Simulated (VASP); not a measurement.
Set up this calculation in VASP 6.6.1, as the native input.

- Task: single point
- Functional: r2SCAN
- Potentials or basis: VASP PAW PBE potentials, release 64 (Co, Al)
- Cutoff: 520 eV
- k mesh: 15 × 15 × 15
- Occupations: fermi-dirac, width 0.08 eV
- Spin: no spin polarisation
- Dipole correction: no
- Further INCAR settings: ALGO = Normal; EDIFF = 1e-06; NBANDS = 13

The system is AlCo (rocksalt type).

```
Co Al
1.0
     0.00000    2.04084    2.04084
     2.04084    0.00000    2.04084
     2.04084    2.04084    0.00000
Co Al
1 1
Cartesian
  0.0000 0.0000 0.0000
  2.0408 2.0408 2.0408
```

The input as run:

POSCAR

```
AlCo
1.0
    0.0000000000      2.0408430472      2.0408430472
    2.0408430472      0.0000000000      2.0408430472
    2.0408430472      2.0408430472      0.0000000000
Co Al
1 1
Direct
    0.0000000000      0.0000000000      0.0000000000
    0.5000000000      0.5000000000      0.5000000000
```

INCAR.step1

```
SYSTEM = AlCo
  PREC = Accurate
  ENCUT = 520
  ISMEAR = -1
  SIGMA = 0.08
  LREAL = .FALSE.
  LASPH = .TRUE.
  NELM = 100
  NBANDS = 13
  GGA = PE
  ALGO = Normal
  EDIFF = 1E-4
  LWAVE = .TRUE.
  LCHARG = .FALSE.
```

INCAR.step2

```
SYSTEM = AlCo
  PREC = Accurate
  ENCUT = 520
  EDIFF = 1E-6
  ISMEAR = -1
  SIGMA = 0.08
  LREAL = .FALSE.
  LASPH = .TRUE.
  NELM = 100
  ALGO = Normal
  ISIF = 2
  LWAVE = .FALSE.
  LCHARG = .FALSE.
  METAGGA = R2SCAN
  LMIXTAU = .TRUE.
  NBANDS = 13
  ISTART = 1
```

KPOINTS

```
Automatic mesh
0
G
  15 15 15
  0 0 0
```

Potentials or basis: VASP PAW PBE potentials, release 64 (Co, Al).

Command:

```bash
$ cat potpaw_PBE.64/Co/POTCAR potpaw_PBE.64/Al/POTCAR > POTCAR
$ cp INCAR.step1 INCAR
$ mpirun -np 1 vasp_std > vasp.out
$ cp INCAR.step2 INCAR
$ mpirun -np 1 vasp_std > vasp.out
```

It gave:

* Pressure: 146.4 GPa
* Band gap on the k mesh: zero (bands 6 and 7 overlap by 0.15 eV)

Caveat: the cell stands under pressure; the PAW data sets were made with another functional, which shifts forces and pressure a little; the run has no spin polarisation, though such a crystal can be magnetic.

Wall time 2.1 min on 1 thread of Intel Xeon 8259CL (shared host), peak memory 0.16 GiB.
